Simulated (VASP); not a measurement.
# MgO (P6_3mc) in VASP: further runs

MgO is run at these levels: HSE06; tasks: single point.

Everything below comes from runs of VASP 6.6.1. Logs are shortened: lines on timing, memory, paths and dates and some standing lists are left out, and cuts for length are marked.

## 1. The cell of the first run

The structure is hexagonal, space group P6_3mc (No. 186). Conventional cell: a = 3.190 Å, b = 3.190 Å, c = 5.219 Å, α = 90.00°, β = 90.00°, γ = 120.00°. Mg (site symmetry 3m) has 4 O at 1.95 to 1.97 Å within 2.6 Å. O (site symmetry 3m) has 4 Mg at 1.95 to 1.97 Å within 2.6 Å.

## 2. Single point, HSE06 (epitaxial xy strain -3.0%)

POSCAR

```
MgO
1.0
    3.1895707112      0.0000000000      0.0000000000
   -1.5947853556      2.7622492631      0.0000000000
    0.0000000000      0.0000000000      5.2185540196
Mg O
2 2
Direct
    0.3333333333      0.6666666667     -0.0014840699
    0.6666666667      0.3333333333      0.4985159301
    0.3333333333      0.6666666667      0.3764840699
    0.6666666667      0.3333333333      0.8764840699
```

INCAR.step1

```
PREC     = Accurate       # precision mode
ENCUT    = 520            # plane-wave cutoff, eV
EDIFF    = 1E-5           # SCF threshold, eV
ISMEAR   = 0              # smearing method
SIGMA    = 0.01           # smearing width, eV
LREAL    = False          # projectors in reciprocal space
LASPH    = True           # aspherical terms in the spheres
NELM     = 60             # most SCF steps
ALGO     = Normal         # electronic algorithm
ISIF     = 2              # what is computed and relaxed
LWAVE    = True           # write WAVECAR
LCHARG   = False          # write CHGCAR
NBANDS   = 16             # bands
GGA      = PE             # functional
```

INCAR.step2

```
PREC     = Accurate       # precision mode
ENCUT    = 520            # plane-wave cutoff, eV
EDIFF    = 1E-7           # SCF threshold, eV
ISMEAR   = 0              # smearing method
SIGMA    = 0.01           # smearing width, eV
LREAL    = False          # projectors in reciprocal space
LASPH    = True           # aspherical terms in the spheres
NELM     = 60             # most SCF steps
ALGO     = Normal         # electronic algorithm
ISIF     = 2              # what is computed and relaxed
LWAVE    = False          # write WAVECAR
LCHARG   = False          # write CHGCAR
GGA      = PE             # functional
LHFCALC  = True           # exact exchange
HFSCREEN = 0.2079         # screening, 1/A
PRECFOCK = Normal       
NBANDS   = 16             # bands
ISTART   = 1
```

KPOINTS

```
Automatic mesh
0
Gamma
  6 6 4
```

Potentials or basis: VASP PAW PBE potentials, release 64 (Mg, O).

On the command line:

```console
cat potpaw_PBE.64/Mg/POTCAR potpaw_PBE.64/O/POTCAR > POTCAR
cp INCAR.step1 INCAR
mpirun -np 1 vasp_std > vasp.out
cp INCAR.step2 INCAR
mpirun -np 1 vasp_std > vasp.out
```

OUTCAR:

```text
PREC = Accurate
   ENCUT = 520
   EDIFF = 1E-7
   ISMEAR = 0
   LREAL = False
   LASPH = True
   NELM = 60
   ISIF = 2
   GGA = PE
   LHFCALC = True
   HFSCREEN = 0.2079
   PRECFOCK = Normal
   ISTART = 1

 ion  position               nearest neighbor table
   1  0.333  0.667  0.999-   4 1.95   4 1.95   4 1.95   3 1.97   2 3.19   2 3.19   2 3.19   2 3.19
                             2 3.19   2 3.19
   2  0.667  0.333  0.499-   3 1.95   3 1.95   3 1.95   4 1.97   1 3.19   1 3.19   1 3.19   1 3.19
                             1 3.19   1 3.19
   3  0.333  0.667  0.376-   2 1.95   2 1.95   2 1.95   1 1.97
   4  0.667  0.333  0.876-   1 1.95   1 1.95   1 1.95   2 1.97

  LATTYP: Found a hexagonal cell.
 ALAT       =     3.1895707112
 C/A-ratio  =     1.6361305304

  Lattice vectors:

 A1 = (   3.1895707112,   0.0000000000,   0.0000000000)
 A2 = (  -1.5947853556,   2.7622492631,   0.0000000000)
 A3 = (   0.0000000000,   0.0000000000,   5.2185540196)

Analysis of symmetry for initial positions (statically):
=====================================================================
 Subroutine PRICEL returns:
 Original cell was already a primitive cell.

 Routine SETGRP: Setting up the symmetry group for a
 hexagonal supercell.

 Subroutine GETGRP returns: Found 12 space group operations
 (whereof  6 operations were pure point group operations)
 out of a pool of 24 trial point group operations.

The static configuration has the point symmetry C_3v.
 The point group associated with its full space group is C_6v.

Analysis of symmetry for dynamics (positions and initial velocities):
=====================================================================
 Subroutine PRICEL returns:
 Original cell was already a primitive cell.

 Routine SETGRP: Setting up the symmetry group for a
 hexagonal supercell.

 Subroutine GETGRP returns: Found 12 space group operations
 (whereof  6 operations were pure point group operations)
 out of a pool of 24 trial point group operations.

The dynamic configuration has the point symmetry C_3v.
 The point group associated with its full space group is C_6v.

 Subroutine INISYM returns: Found 12 space group operations
 (whereof  6 operations are pure point group operations),
 and found     1 'primitive' translations

----------------------------------------------------------------------------------------

                                     Primitive cell

  volume of cell :      45.9775

  direct lattice vectors                    reciprocal lattice vectors
     3.189570711  0.000000000  0.000000000     0.313521815  0.181011905  0.000000000
    -1.594785356  2.762249263  0.000000000     0.000000000  0.362023809  0.000000000
     0.000000000  0.000000000  5.218554020     0.000000000  0.000000000  0.191623963

  length of vectors
     3.189570711  3.189570711  5.218554020     0.362023809  0.362023809  0.191623963

  position of ions in fractional coordinates (direct lattice)
     0.333333333  0.666666667  0.998515930
     0.666666667  0.333333333  0.498515930
     0.333333333  0.666666667  0.376484070
     0.666666667  0.333333333  0.876484070

  ion indices of the primitive-cell ions
   primitive index   ion index
                 1           1
                 2           2
                 3           3
                 4           4

----------------------------------------------------------------------------------------

 KPOINTS: Automatic mesh

Automatic generation of k-mesh.
 Grid dimensions read from file:
 generate k-points for:    6    6    4

 Generating k-lattice:

  Cartesian coordinates                     Fractional coordinates (reciprocal lattice)
     0.052253636  0.030168651  0.000000000     0.166666667  0.000000000  0.000000000
     0.000000000  0.060337302  0.000000000     0.000000000  0.166666667  0.000000000
     0.000000000  0.000000000  0.047905991     0.000000000  0.000000000  0.250000000

  Length of vectors
     0.060337302  0.060337302  0.047905991

  Shift w.r.t. Gamma in fractional coordinates (k-lattice)
     0.000000000  0.000000000  0.000000000

 Subroutine IBZKPT returns following result:
 ===========================================

 Found     21 irreducible k-points:

 Following reciprocal coordinates:
            Coordinates               Weight
  0.000000  0.000000  0.000000      1.000000
  0.166667  0.000000  0.000000      6.000000
  0.333333 -0.000000  0.000000      6.000000
  0.500000  0.000000  0.000000      3.000000
  0.166667  0.166667  0.000000      6.000000
  0.333333  0.166667  0.000000     12.000000
[... 13 lines left out ...]
  0.333333  0.166667  0.500000     12.000000
  0.333333  0.333333  0.500000      2.000000
   k-points           NKPTS =     21   k-points in BZ     NKDIM =    144   number of bands    NBANDS=     16
   number of dos      NEDOS =    301   number of ions     NIONS =      4
   total plane-waves  NPLWV =  23040
   dimension x,y,z NGX =    24 NGY =   24 NGZ =   40
   dimension x,y,z NGXF=    48 NGYF=   48 NGZF=   80
   ions per type =               2   2
   NGX,Y,Z   is equivalent  to a cutoff of  12.51, 12.51, 12.74 a.u.
   NGXF,Y,Z  is equivalent  to a cutoff of  25.02, 25.02, 25.49 a.u.
 SYSTEM =  unknown system
   PREC   = accura    normal or accurate (medium, high low for compatibility)
   ISTART =      1    job   : 0-new  1-cont  2-samecut
   ICHARG =      0    charge: 1-file 2-atom 10-const
   ISPIN  =      1    spin polarized calculation?
   LNONCOLLINEAR =      F non collinear calculations
   LSORBIT =      F    spin-orbit coupling
   LASPH  =      T    aspherical Exc in radial PAW
   ENCUT  =  520.0 eV  38.22 Ry    6.18 a.u.   5.93  5.93  9.70*2*pi/ulx,y,z
   NELM   =     60;   NELMIN=  2; NELMDL=  0     # of ELM steps
   EDIFF  = 0.1E-06   stopping-criterion for ELM
   LREAL  =      F    real-space projection
   EDIFFG = 0.1E-05   stopping-criterion for IOM
   NSW    =      0    number of steps for IOM
   IBRION =     -1    ionic relax: 0-MD 1-quasi-New 2-CG
   NFREE  =      0    steps in history (QN), initial steepest desc. (CG)
   ISIF   =      2    stress and relaxation
   ISYM   =      3    0-nonsym 1-usesym 2-fastsym
   POTIM  = 0.5000    time-step for ionic-motion
   TEBEG  =    0.0;   TEEND  =   0.0 temperature during run
   PSTRESS=    0.0 pullay stress
   NELECT =      16.0000    total number of electrons
   NUPDOWN=      -1.0000    fix difference up-down
   EMIN   =  10.00;   EMAX   =-10.00  energy-range for DOS
   EFERMI =   0.00;   METHOD = LEGACY
   ISMEAR =     0;   SIGMA  =   0.01  broadening in eV -4-tet -1-fermi 0-gaus
   EFERMI_NEDOS =   21; number of points for ismear=-14 and -15
   IALGO  =     38    algorithm
   IMIX   =      1    mixing-type and parameters
     AMIX     =   0.40;   BMIX     =  1.00
     AMIX_MAG =   1.60;   BMIX_MAG =  1.00
  volume/ion in A,a.u.               =      11.49        77.57
  Fermi-wavevector in a.u.,A,eV,Ry     =   1.151507  2.176032 18.040880  1.325967
  Thomas-Fermi vector in A             =   2.288164
   LORBIT       =      0    0 simple, 1 ext, 2 COOP (PROOUT), +10 PAW based schemes
   GGA     = PE    functional components
   LHFCALC =     T    Hartree Fock is set to
   PRECFOCK=normal    Normal, Fast or Accurate (Low or Medium for compatibility)
   ENCUT4O =  -1.0   cutoff for four orbital integrals eV
   NKREDX  =     1    reduce k-point grid by
   NKREDY  =     1    reduce k-point grid by
   NKREDZ  =     1    reduce k-point grid by
   AEXX    =    0.2500 exact exchange contribution
   HFSCREEN=    0.2079 screening length (either q_TF or 0.3 A-1)
   HFSCREENC=   0.2079 screening length for correlation (either q_TF or 0.3 A-1)
   ENCUTFOCK=  -1.0 apply spherical cutoff to Coloumb kernel
   IVDW    =     0    specifies the selected vdW correction
   LEPSILON=     F    determine dielectric tensor
   LRPA    =     F    only Hartree local field effects (RPA)
 non-spin polarized calculation
 Gauss-broadening in eV      SIGMA  =   0.01
  energy-cutoff  :      520.00
  volume of cell :       45.98
 maximum number of plane-waves:      1260
 NGX is ok and might be reduce to    24
  NGX = 18; NGY = 18; NGZ = 30

 number of electron      15.9999996 magnetization

 Free energy of the ion-electron system (eV)
  ---------------------------------------------------
  ext. energy  EPLUGINS =         0.00000000
  ---------------------------------------------------
  free energy    TOTEN  =       -27.97871478 eV

  energy without entropy =      -27.97871478  energy(sigma->0) =      -27.97871478

 E-fermi :  -0.1261     XC(G=0):  -8.1182

 val. band max:       -0.2694254140   @ k =   0.0000   0.0000   0.0000
 cond. band min:       5.2628352673   @ k =   0.0000   0.0000   0.0000
 fundamental gap:      5.5322606812
 Fermi energy:        -0.1260797895

 k-point     1 :       0.0000    0.0000    0.0000
  band No.  band energies     occupation
      1     -17.7909      2.00000
      2     -17.0341      2.00000
      3      -3.6567      2.00000
      4      -0.5446      2.00000
      5      -0.5446      2.00000
      6      -0.3008      2.00000
[... 8 lines left out ...]
     15      19.4628      0.00000
     16      19.4628      0.00000

 k-point     2 :       0.1667    0.0000    0.0000
  band No.  band energies     occupation
      1     -17.6320      2.00000
      2     -16.9613      2.00000
      3      -3.3424      2.00000
      4      -1.3529      2.00000
      5      -1.0391      2.00000
      6      -0.7246      2.00000
[... 8 lines left out ...]
     15      18.2262      0.00000
     16      18.6696      0.00000

 k-point     3 :       0.3333   -0.0000    0.0000
  band No.  band energies     occupation
      1     -17.2723      2.00000
      2     -16.8368      2.00000
      3      -2.7557      2.00000
      4      -2.5312      2.00000
      5      -2.0520      2.00000
      6      -1.0142      2.00000
[... 8 lines left out ...]
     15      16.9310      0.00000
     16      18.7065      0.00000
[... 305 lines left out ...]
 k-point    20 :       0.3333    0.1667    0.5000
  band No.  band energies     occupation
      1     -16.9251      2.00000
      2     -16.9251      2.00000
      3      -3.0525      2.00000
      4      -3.0525      2.00000
      5      -1.4908      2.00000
      6      -1.4908      2.00000
[... 8 lines left out ...]
     15      17.5674      0.00000
     16      17.5674      0.00000

 k-point    21 :       0.3333    0.3333    0.5000
  band No.  band energies     occupation
      1     -16.8601      2.00000
      2     -16.8601      2.00000
      3      -2.6719      2.00000
      4      -2.6719      2.00000
      5      -2.2712      2.00000
      6      -2.2712      2.00000
[... 8 lines left out ...]
     15      17.7950      0.00000
     16      17.7950      0.00000

------------------------ aborting loop because EDIFF is reached ----------------------------------------

  FORCE on cell =-STRESS in cart. coord.  units (eV):
  Direction    XX          YY          ZZ          XY          YZ          ZX
  --------------------------------------------------------------------------------------
  -------------------------------------------------------------------------------------
  Total        1.8032064      1.8032064     -0.0263414      0.0000000      0.0000000      0.0000000
  in kB       62.8363178     62.8363178     -0.9179183      0.0000000      0.0000000      0.0000000
  external PRESSURE =      41.5849058 kB  Pullay stress =       0.0000000 kB

 VOLUME and BASIS-vectors are now :
 -----------------------------------------------------------------------------
  energy-cutoff  :      520.00
  volume of cell :       45.98
      direct lattice vectors                 reciprocal lattice vectors
     3.189570711  0.000000000  0.000000000     0.313521815  0.181011905  0.000000000
    -1.594785356  2.762249263  0.000000000     0.000000000  0.362023809  0.000000000
     0.000000000  0.000000000  5.218554020     0.000000000  0.000000000  0.191623963

 POSITION                                       TOTAL-FORCE (eV/Angst)
 -----------------------------------------------------------------------------------
     -0.00000      1.84150      5.21081        -0.000000     -0.000000     -0.000228
      1.59479      0.92075      2.60153         0.000000      0.000000     -0.000228
     -0.00000      1.84150      1.96470         0.000000      0.000000      0.000228
      1.59479      0.92075      4.57398        -0.000000      0.000000      0.000228
 -----------------------------------------------------------------------------------
    total drift:                                0.000000      0.000000     -0.000328

  FREE ENERGIE OF THE ION-ELECTRON SYSTEM (eV)
  ---------------------------------------------------
  free  energy   TOTEN  =       -27.9787147841 eV

  energy  without entropy=      -27.9787147841  energy(sigma->0) =      -27.97871478
```

Run time: 75 min. Hardware: 1 thread of Intel Xeon 8259CL, shared host; peak memory 0.28 GiB.

What came out:

| Item | Value |
| --- | --- |
| Free energy | -27.9787 eV |
| Pressure | 4.2 GPa |
| Band gap on the k mesh | 5.53 eV |

Levels at points of the mesh, in eV from the valence-band top:
```tsv
k point	band 6	band 7	band 8	band 9	band 10	band 11
(0.00, 0.00, 0.00)	-0.03	-0.03	0.00	5.53	10.82	12.28
(0.50, 0.00, 0.00)	-0.87	-0.68	-0.25	9.83	10.13	11.58
(0.00, 0.00, 0.50)	-0.16	-0.16	-0.16	8.04	8.04	15.17
(0.50, 0.00, 0.50)	-0.65	-0.57	-0.57	9.41	9.41	13.29
```

Caveat: the cell differs from its parent crystal (epitaxial xy strain -3.0%); the stress differs along the axes, from -0 to 6 GPa; the structure was generated, so it needn't be the stable form of MgO; the PAW data sets were made with another functional, which shifts forces and pressure a little.

## 3. Single point, HSE06 (epitaxial xy strain -1.0%)

POSCAR

```
MgO
1.0
    3.2553350558      0.0000000000      0.0000000000
   -1.6276675279      2.8192028561      0.0000000000
    0.0000000000      0.0000000000      5.1059905300
Mg O
2 2
Direct
    0.3333333333      0.6666666667     -0.0066133739
    0.6666666667      0.3333333333      0.4933866261
    0.3333333333      0.6666666667      0.3816133739
    0.6666666667      0.3333333333      0.8816133739
```

INCAR.step1

```
PREC     = Accurate       # precision mode
ENCUT    = 520            # plane-wave cutoff, eV
EDIFF    = 1E-5           # SCF threshold, eV
ISMEAR   = 0              # smearing method
SIGMA    = 0.01           # smearing width, eV
LREAL    = F              # projectors in reciprocal space
LASPH    = T              # aspherical terms in the spheres
NELM     = 60             # most SCF steps
ALGO     = Normal         # electronic algorithm
ISIF     = 2              # what is computed and relaxed
LWAVE    = T              # write WAVECAR
LCHARG   = F              # write CHGCAR
NBANDS   = 16             # bands
GGA      = PE             # functional
```

INCAR.step2

```
PREC     = Accurate       # precision mode
ENCUT    = 520            # plane-wave cutoff, eV
EDIFF    = 1E-7           # SCF threshold, eV
ISMEAR   = 0              # smearing method
SIGMA    = 0.01           # smearing width, eV
LREAL    = F              # projectors in reciprocal space
LASPH    = T              # aspherical terms in the spheres
NELM     = 60             # most SCF steps
ALGO     = Normal         # electronic algorithm
ISIF     = 2              # what is computed and relaxed
LWAVE    = F              # write WAVECAR
LCHARG   = F              # write CHGCAR
GGA      = PE             # functional
LHFCALC  = T              # exact exchange
HFSCREEN = 0.2079         # screening, 1/A
PRECFOCK = Normal       
NBANDS   = 16             # bands
ISTART   = 1
```

KPOINTS

```
regular mesh
0
Gamma
  6 6 4
```

Potentials or basis: VASP PAW PBE potentials, release 64 (Mg, O).

On the command line:

```console
cat potpaw_PBE.64/Mg/POTCAR potpaw_PBE.64/O/POTCAR > POTCAR
cp INCAR.step1 INCAR
mpirun -np 1 vasp_std > vasp.out
cp INCAR.step2 INCAR
mpirun -np 1 vasp_std > vasp.out
```

It took 31 min on 1 thread of Intel Xeon Platinum 8488C (Sapphire Rapids), shared host; peak memory 0.28 GiB.

The run converged. Its results:

```
Free energy            : -28.0256 eV
Pressure               : 1.1 GPa
Largest force          : 0.004 eV/Å
Band gap on the k mesh : 5.26 eV
```

Forces in eV/Å, atoms in the order of the input:
```
Mg   0.000  0.000  0.004
Mg   0.000  0.000  0.004
O    0.000  0.000 -0.004
O    0.000  0.000 -0.004
```

Stress tensor (GPa, compression positive):
```
 1.67  0.00  0.00
 0.00  1.67  0.00
 0.00  0.00 -0.02
```

Levels at points of the mesh, in eV from the valence-band top:
```
           k point  band 5  band 6  band 7  band 8  band 9  band 10  band 11  band 12
(0.00, 0.00, 0.00)   -0.58   -0.27   -0.27    0.00    5.26    10.49    12.25    16.55
(0.50, 0.00, 0.00)   -1.75   -1.16   -0.78   -0.42    9.78     9.81    11.24    12.81
(0.00, 0.00, 0.50)   -0.43   -0.43   -0.43   -0.43    7.80     7.80    15.11    15.11
(0.50, 0.00, 0.50)   -0.81   -0.81   -0.72   -0.72    9.22     9.22    12.98    12.98
```

Caveat: the cell differs from its parent crystal (epitaxial xy strain -1.0%); the structure was generated, so it needn't be the stable form of MgO; the PAW data sets were made with another functional, which shifts forces and pressure a little.
